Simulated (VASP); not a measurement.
# CdTe (F-43m) in VASP: further runs

The runs below take CdTe through single point, with PBEsol.

Program: VASP 6.6.1. These are calculated values, not measurements. Logs are shortened: lines on timing, memory, paths and dates and some standing lists are left out, and cuts for length are marked.

**1. The cell of the first run**

It takes space group F-43m (No. 216, cubic). Conventional cell: a = 6.039 Å, b = 6.039 Å, c = 6.039 Å, α = 90.00°, β = 90.00°, γ = 90.00°. Cd (site symmetry -43m) has 4 Te at 2.62 Å within 3.4 Å. Within 3.4 Å of Te (site symmetry -43m) lie 4 Cd at 2.62 Å.

**2. Single point, PBEsol, non-collinear spin, zero start, spin-orbit coupling**

The input, INCAR:

```
SYSTEM = CdTe
PREC = Accurate
ENCUT = 520
EDIFF = 1E-6
ISMEAR = 0
SIGMA = 0.01
LREAL = .FALSE.
LASPH = .TRUE.
NELM = 150
ALGO = Normal
ISIF = 2
LWAVE = .FALSE.
LCHARG = .FALSE.
LNONCOLLINEAR = .TRUE.
MAGMOM = 0 0 0 0 0 0
LORBIT = 11
LSORBIT = .TRUE.
GGA_COMPAT = .FALSE.
LORBMOM = .TRUE.
GGA = PS
NBANDS = 30
```

The input, KPOINTS:

```
Automatic mesh
0
G
  6 6 6
  0 0 0
```

The input, POSCAR:

```
CdTe
1.0
    3.0197278314      3.0197278314      0.0000000000
   -3.0197278314      3.0197278314      0.0000000000
    0.0000000000      3.0197278314      3.0197278314
Cd Te
1 1
Direct
    0.0000000000      0.0000000000      0.0000000000
    0.7500000000      0.2500000000      0.5000000000
```

Potentials or basis: VASP PAW PBE potentials, release 64 (Cd, Te).

Command:

```console
cat potpaw_PBE.64/Cd/POTCAR potpaw_PBE.64/Te/POTCAR > POTCAR
mpirun -np 1 vasp_ncl > vasp.out
```

OUTCAR:

```text
SYSTEM = CdTe
   PREC = Accurate
   ENCUT = 520
   EDIFF = 1E-6
   ISMEAR = 0
   LREAL = .FALSE.
   LASPH = .TRUE.
   NELM = 150
   ISIF = 2
   LNONCOLLINEAR = .TRUE.
   LORBIT = 11
   LSORBIT = .TRUE.
   GGA = PS

 ion  position               nearest neighbor table
   1  0.000  0.000  0.000-   2 2.62   2 2.62   2 2.62   2 2.62
   2  0.750  0.250  0.500-   1 2.62   1 2.62   1 2.62   1 2.62

  LATTYP: Found a face centered cubic cell.
 ALAT       =     6.0394556628

  Lattice vectors:

 A1 = (   0.0000000000,   3.0197278314,   3.0197278314)
 A2 = (   3.0197278314,   0.0000000000,   3.0197278314)
 A3 = (   3.0197278314,   3.0197278314,   0.0000000000)

Analysis of symmetry for initial positions (statically):
=====================================================================
 Subroutine PRICEL returns:
 Original cell was already a primitive cell.

 Routine SETGRP: Setting up the symmetry group for a
 face centered cubic supercell.

 Subroutine GETGRP returns: Found 24 space group operations
 (whereof 24 operations were pure point group operations)
 out of a pool of 48 trial point group operations.

The static configuration has the point symmetry T_d .

Analysis of symmetry for dynamics (positions and initial velocities):
=====================================================================
 Subroutine PRICEL returns:
 Original cell was already a primitive cell.

 Routine SETGRP: Setting up the symmetry group for a
 face centered cubic supercell.

 Subroutine GETGRP returns: Found 24 space group operations
 (whereof 24 operations were pure point group operations)
 out of a pool of 48 trial point group operations.

The dynamic configuration has the point symmetry T_d .

Analysis of structural, dynamic, and magnetic symmetry:
=====================================================================
 Subroutine PRICEL returns:
 Original cell was already a primitive cell.

 Routine SETGRP: Setting up the symmetry group for a
 face centered cubic supercell.

 Subroutine GETGRP returns: Found 24 space group operations
 (whereof 24 operations were pure point group operations)
 out of a pool of 48 trial point group operations.

The overall configuration has the point symmetry T_d .

 Subroutine INISYM returns: Found 24 space group operations
 (whereof 24 operations are pure point group operations),
 and found     1 'primitive' translations

----------------------------------------------------------------------------------------

                                     Primitive cell

  volume of cell :      55.0723

  direct lattice vectors                    reciprocal lattice vectors
     3.019727831  3.019727831  0.000000000     0.165577836  0.165577836 -0.165577836
    -3.019727831  3.019727831  0.000000000    -0.165577836  0.165577836 -0.165577836
     0.000000000  3.019727831  3.019727831     0.000000000  0.000000000  0.331155672

  length of vectors
     4.270540054  4.270540054  4.270540054     0.286789225  0.286789225  0.331155672

  position of ions in fractional coordinates (direct lattice)
     0.000000000  0.000000000  0.000000000
     0.750000000  0.250000000  0.500000000

  ion indices of the primitive-cell ions
   primitive index   ion index
                 1           1
                 2           2

----------------------------------------------------------------------------------------

 KPOINTS: Automatic mesh

Automatic generation of k-mesh.
 Grid dimensions read from file:
 generate k-points for:    6    6    6

 Generating k-lattice:

  Cartesian coordinates                     Fractional coordinates (reciprocal lattice)
     0.027596306  0.027596306 -0.027596306     0.166666667  0.000000000  0.000000000
    -0.027596306  0.027596306 -0.027596306     0.000000000  0.166666667  0.000000000
     0.000000000  0.000000000  0.055192612     0.000000000  0.000000000  0.166666667

  Length of vectors
     0.047798204  0.047798204  0.055192612

  Shift w.r.t. Gamma in fractional coordinates (k-lattice)
     0.000000000  0.000000000  0.000000000

 Subroutine IBZKPT returns following result:
 ===========================================

 Found     22 irreducible k-points:

 Following reciprocal coordinates:
            Coordinates               Weight
  0.000000  0.000000  0.000000      1.000000
  0.166667  0.000000  0.000000      4.000000
 -0.166667  0.000000  0.000000      4.000000
  0.333333  0.000000  0.000000      4.000000
 -0.333333  0.000000  0.000000      4.000000
  0.500000  0.000000  0.000000      4.000000
[... 14 lines left out ...]
  0.500000  0.333333  0.166667     24.000000
  0.500000  0.500000  0.166667     12.000000
[... 25 lines left out ...]
   ISYM   =      2    0-nonsym 1-usesym 2-fastsym
   POTIM  = 0.5000    time-step for ionic-motion
   TEBEG  =    0.0;   TEEND  =   0.0 temperature during run
   PSTRESS=    0.0 pullay stress
   NELECT =      18.0000    total number of electrons
   NUPDOWN=      -1.0000    fix difference up-down
   EMIN   =  10.00;   EMAX   =-10.00  energy-range for DOS
   EFERMI =   0.00;   METHOD = LEGACY
   ISMEAR =     0;   SIGMA  =   0.01  broadening in eV -4-tet -1-fermi 0-gaus
   EFERMI_NEDOS =   21; number of points for ismear=-14 and -15
   IALGO  =     38    algorithm
   IMIX   =      4    mixing-type and parameters
     AMIX     =   0.40;   BMIX     =  1.00
     AMIX_MAG =   1.60;   BMIX_MAG =  1.00
  volume/ion in A,a.u.               =      27.54       185.82
  Fermi-wavevector in a.u.,A,eV,Ry     =   1.127685  2.131016 17.302173  1.271674
  Thomas-Fermi vector in A             =   2.264372
   LORBIT       =     11    0 simple, 1 ext, 2 COOP (PROOUT), +10 PAW based schemes
   GGA     = PS    functional components
   LHFCALC =     F    Hartree Fock is set to
   AEXX    =    0.0000 exact exchange contribution
   IVDW    =     0    specifies the selected vdW correction
   LEPSILON=     F    determine dielectric tensor
   LRPA    =     F    only Hartree local field effects (RPA)
 Gauss-broadening in eV      SIGMA  =   0.01
  energy-cutoff  :      520.00
  volume of cell :       55.07
 maximum number of plane-waves:      3048
   NGX = 15   NGY = 15   NGZ = 15

 number of electron      17.9999994 magnetization       0.0000000      0.0000000      0.0000000

 number of electron      17.9999994 magnetization      -0.0000000      0.0000000     -0.0000000

 number of electron      17.9999994 magnetization       0.0000000     -0.0000000      0.0000000

 Free energy of the ion-electron system (eV)
  ---------------------------------------------------
  ext. energy  EPLUGINS =         0.00000000
  ---------------------------------------------------
  free energy    TOTEN  =        -5.08339727 eV

  energy without entropy =       -5.08339727  energy(sigma->0) =       -5.08339727

 E-fermi :   4.7806     XC(G=0):  -9.7515

 val. band max:        4.7190806253   @ k =   0.0000   0.0000   0.0000
 cond. band min:       5.7446051190   @ k =   0.0000   0.0000   0.0000
 fundamental gap:      1.0255244937
 Fermi energy:         4.7805803280

 k-point     1 :       0.0000    0.0000    0.0000
  band No.  band energies     occupation
      1      -8.2541      1.00000
      2      -8.2541      1.00000
      3      -5.0975      1.00000
      4      -5.0975      1.00000
      5      -5.0975      1.00000
      6      -5.0975      1.00000
[... 715 lines left out ...]
     29      16.2729      0.00000
     30      16.3281      0.00000

------------------------ aborting loop because EDIFF is reached ----------------------------------------

  FORCE on cell =-STRESS in cart. coord.  units (eV):
  Direction    XX          YY          ZZ          XY          YZ          ZX
  --------------------------------------------------------------------------------------
  -------------------------------------------------------------------------------------
  Total        5.2814818      5.2814818      5.2814818     -0.0000000      0.0000000     -0.0000000
  in kB      153.6501427    153.6501427    153.6501427     -0.0000000      0.0000000     -0.0000000
  external PRESSURE =     153.6501427 kB  Pullay stress =       0.0000000 kB

 VOLUME and BASIS-vectors are now :
 -----------------------------------------------------------------------------
  energy-cutoff  :      520.00
  volume of cell :       55.07
      direct lattice vectors                 reciprocal lattice vectors
     3.019727831  3.019727831  0.000000000     0.165577836  0.165577836 -0.165577836
    -3.019727831  3.019727831  0.000000000    -0.165577836  0.165577836 -0.165577836
     0.000000000  3.019727831  3.019727831     0.000000000  0.000000000  0.331155672

 POSITION                                       TOTAL-FORCE (eV/Angst)
 -----------------------------------------------------------------------------------
      0.00000      0.00000      0.00000         0.000000     -0.000000     -0.000000
      1.50986      4.52959      1.50986        -0.000000      0.000000      0.000000
 -----------------------------------------------------------------------------------
    total drift:                                0.000000     -0.000000      0.000000

  FREE ENERGIE OF THE ION-ELECTRON SYSTEM (eV)
  ---------------------------------------------------
  free  energy   TOTEN  =        -5.0833972714 eV

  energy  without entropy=       -5.0833972714  energy(sigma->0) =       -5.08339727

 orbital moment (x)

 # of ion     p       d       tot
 ----------------------------------------
  1        -0.000  -0.000  -0.000
  2        -0.000  -0.000  -0.000
 ----------------------------------------
           -0.000  -0.000  -0.000

 orbital moment (y)

 # of ion     p       d       tot
 ----------------------------------------
  1         0.000   0.000   0.000
  2        -0.000  -0.000  -0.000
 ----------------------------------------
            0.000   0.000   0.000

 orbital moment (z)

 # of ion     p       d       tot
 ----------------------------------------
  1         0.000   0.000   0.000
  2         0.000  -0.000  -0.000
 ----------------------------------------
            0.000   0.000   0.000

 Spin-Orbit-Coupling matrix elements

 Ion:    1  E_soc:     -0.0680911
 l=   1
     0.0000000    -0.0041999    -0.0041999
    -0.0041999     0.0000000    -0.0041999
    -0.0041999    -0.0041999     0.0000000
 l=   2
     0.0000000    -0.0014566     0.0000000    -0.0014566    -0.0056921
    -0.0014566     0.0000000    -0.0042691    -0.0014566    -0.0014230
     0.0000000    -0.0042691     0.0000000    -0.0042691     0.0000000
    -0.0014566    -0.0014566    -0.0042691     0.0000000    -0.0014230
    -0.0056921    -0.0014230     0.0000000    -0.0014230     0.0000000
 l=   3
     0.0000000     0.0000000     0.0000000     0.0000000     0.0000000     0.0000000     0.0000000
     0.0000000     0.0000000     0.0000000     0.0000000     0.0000000     0.0000000     0.0000000
     0.0000000     0.0000000     0.0000000     0.0000000     0.0000000     0.0000000     0.0000000
     0.0000000     0.0000000     0.0000000     0.0000000     0.0000000     0.0000000     0.0000000
     0.0000000     0.0000000     0.0000000     0.0000000     0.0000000     0.0000000     0.0000000
     0.0000000     0.0000000     0.0000000     0.0000000     0.0000000     0.0000000     0.0000000
     0.0000000     0.0000000     0.0000000     0.0000000     0.0000000     0.0000000     0.0000000

 Ion:    2  E_soc:     -0.1849282
 l=   1
     0.0000000    -0.0306962    -0.0306962
    -0.0306962     0.0000000    -0.0306962
    -0.0306962    -0.0306962     0.0000000
 l=   2
     0.0000000    -0.0000432     0.0000000    -0.0000432    -0.0000820
    -0.0000432     0.0000000    -0.0000615    -0.0000432    -0.0000205
     0.0000000    -0.0000615     0.0000000    -0.0000615     0.0000000
    -0.0000432    -0.0000432    -0.0000615     0.0000000    -0.0000205
    -0.0000820    -0.0000205     0.0000000    -0.0000205     0.0000000
 l=   3
     0.0000000     0.0000000     0.0000000     0.0000000     0.0000000     0.0000000     0.0000000
     0.0000000     0.0000000     0.0000000     0.0000000     0.0000000     0.0000000     0.0000000
     0.0000000     0.0000000     0.0000000     0.0000000     0.0000000     0.0000000     0.0000000
     0.0000000     0.0000000     0.0000000     0.0000000     0.0000000     0.0000000     0.0000000
     0.0000000     0.0000000     0.0000000     0.0000000     0.0000000     0.0000000     0.0000000
     0.0000000     0.0000000     0.0000000     0.0000000     0.0000000     0.0000000     0.0000000
     0.0000000     0.0000000     0.0000000     0.0000000     0.0000000     0.0000000     0.0000000

 total charge

# of ion       s       p       d       tot
------------------------------------------
    1        0.519   0.469   9.528  10.516
    2        1.345   2.168   0.041   3.554
--------------------------------------------------
tot          1.864   2.637   9.569  14.070

 magnetization (x)

# of ion       s       p       d       tot
------------------------------------------
    1       -0.000   0.000  -0.000  -0.000
    2        0.000   0.000   0.000   0.000
--------------------------------------------------
tot         -0.000   0.000  -0.000  -0.000

 magnetization (y)

# of ion       s       p       d       tot
------------------------------------------
    1        0.000   0.000  -0.000   0.000
    2        0.000  -0.000   0.000  -0.000
--------------------------------------------------
tot          0.000  -0.000  -0.000   0.000

 magnetization (z)

# of ion       s       p       d       tot
------------------------------------------
    1        0.000   0.000  -0.000   0.000
    2       -0.000  -0.000  -0.000  -0.000
--------------------------------------------------
tot          0.000   0.000  -0.000   0.000
```

It took 35 s on 1 thread of Intel Xeon 6975P-C (Granite Rapids), shared host; peak memory 0.33 GiB.

Results:

```yaml
Free_energy: -5.0834 eV
Pressure: 15.4 GPa
Net_moment: 0.00 μB per cell
Valence_electrons_inside_the_program's_atomic_spheres: Cd 10.52; Te 3.55
```

Moments on the atoms (μB; x, y, z):
```
Cd  0.00 0.00 0.00
Te  0.00 0.00 0.00
```

Caveat: the PAW data sets were made with another functional, which shifts forces and pressure a little.

(Continued in part 2 of 2.)
